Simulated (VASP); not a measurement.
Crystal: RbBr.

```
CELL_PARAMETERS angstrom
0.00000 3.52935 3.52935
3.52935 0.00000 3.52935
3.52935 3.52935 0.00000
ATOMIC_POSITIONS crystal
Rb 0.00000 0.00000 0.00000
Br 0.50000 0.50000 0.50000
```

This cell differs from its parent crystal: strain +2.0%.

Base run:

- Program: VASP 6.6.1
- Functional: r2SCAN
- Potentials or basis: VASP PAW PBE potentials, release 64 (Rb_sv, Br)
- Cutoff: 520 eV
- k mesh: 6 × 6 × 6
- Occupations: gaussian, width 0.01 eV
- Spin: no spin polarisation

Its results: band gap on the k mesh 4.75 eV, direct; pressure -0.7 GPa.

The run is repeated on the same cell with these changes: functional from r2SCAN to HSE06; k mesh from 6 × 6 × 6 to 4 × 4 × 4. What comes out?

Band gap on the k mesh 5.29 eV, direct; pressure -0.4 GPa.

Several settings changed at once, so the effect can't be laid on one alone.

Caveats: the PAW data sets were made with another functional, which shifts forces and pressure a little.

